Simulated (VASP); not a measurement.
Set up this calculation in VASP 6.6.1, as the native input.

```yaml
Task: single point
Functional: PBE
Potentials_or_basis: VASP PAW PBE potentials, release 64 (S, Ca_sv, Pb_d)
Cutoff: 520 eV
k_mesh: 3 × 3 × 3
Occupations: fermi-dirac, width 0.1 eV
Spin: no spin polarisation
Dipole_correction: no
Further_INCAR_settings: ALGO = Normal; EDIFF = 1e-06; NBANDS = 40
```

The structure of CaPbS6 lies in POSCAR:

```
CaPbS6
1.0
    0.0000000000      4.9213820000      4.9213820000
    4.9213820000      0.0000000000      4.9213820000
    4.9213820000      4.9213820000      0.0000000000
S Ca Pb
6 1 1
Direct
    0.7500000000      0.2500000000      0.2500000000
    0.2500000000      0.7500000000      0.2500000000
    0.2500000000      0.7500000000      0.7500000000
    0.7500000000      0.2500000000      0.7500000000
    0.2500000000      0.2500000000      0.7500000000
    0.7500000000      0.7500000000      0.2500000000
    0.5000000000      0.5000000000      0.5000000000
    0.0000000000      0.0000000000      0.0000000000
```

The input as run:

INCAR

```
SYSTEM = CaPbS6
PREC     = Accurate       ! precision mode
ENCUT    = 520            ! plane-wave cutoff, eV
EDIFF    = 1E-6           ! SCF threshold, eV
ISMEAR   = -1             ! smearing method
SIGMA    = 0.1            ! smearing width, eV
LREAL    = .False.        ! projectors in reciprocal space
LASPH    = .True.         ! aspherical terms in the spheres
NELM     = 80             ! most SCF steps
ALGO     = Normal         ! electronic algorithm
ISIF     = 2              ! what is computed and relaxed
LWAVE    = .False.        ! write WAVECAR
LCHARG   = .False.        ! write CHGCAR
GGA      = PE             ! functional
NBANDS   = 40             ! bands
```

KPOINTS

```
regular mesh
0
Gamma
  3 3 3
  0 0 0
```

Potentials or basis: VASP PAW PBE potentials, release 64 (S, Ca_sv, Pb_d).

Run with:

```sh
$ cat potpaw_PBE.64/S/POTCAR potpaw_PBE.64/Ca_sv/POTCAR potpaw_PBE.64/Pb_d/POTCAR > POTCAR
$ mpirun -np 1 vasp_std > vasp.out
```

It gave:

The pressure is 8.7 GPa and the band gap on the k mesh is zero (band 30 reaches 0.91 eV, above the bottom of band 31 at 0.69 eV).

Caveat: the k points lie up to 0.37 Å⁻¹ apart; spin-orbit coupling is left out, which moves the levels of the heavy elements.

It took 60 s on 1 thread of Intel(R) Xeon(R) 6975P-C (Granite Rapids), on a shared host, peak memory 0.4 GiB.
